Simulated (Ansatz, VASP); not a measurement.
K2S: VASP beside Ansatz

```xyz
3
Lattice="0.0000 3.8045 3.8045 3.8045 0.0000 3.8045 3.8045 3.8045 0.0000" Properties=species:S:1:pos:R:3 pbc="T T T"
S     0.0000    0.0000    0.0000
K     1.9023    1.9023    1.9023
K     5.7068    5.7068    5.7068
```

Alike in both runs: task electric field gradients; functional PBE; k mesh 10 × 10 × 10; occupations fermi-dirac, width 0.03 eV; collinear spin.

|  | VASP | Ansatz |
| --- | --- | --- |
| version | VASP 6.6.1 | Ansatz 0.2.0 |
| potentials or method | VASP PAW PBE potentials, release 64 (S, K_sv) | PAW with Ansatz's default frozen-core files, scalar-relativistic |
| plane-wave cutoff (eV) | 400 | 420 |
| valence electrons in the cell | 24 | 24 |

```csv
,VASP,Ansatz,Ansatz less VASP
gap on the k mesh at the Fermi level (eV),2.18,2.18,+0.002
pressure (GPa),-0.9,-0.9,-0.03
net moment per atom (μB),0.00,0.00,0.000
```

Ansatz's warnings: seeded moment not kept, stress scf threshold loose.
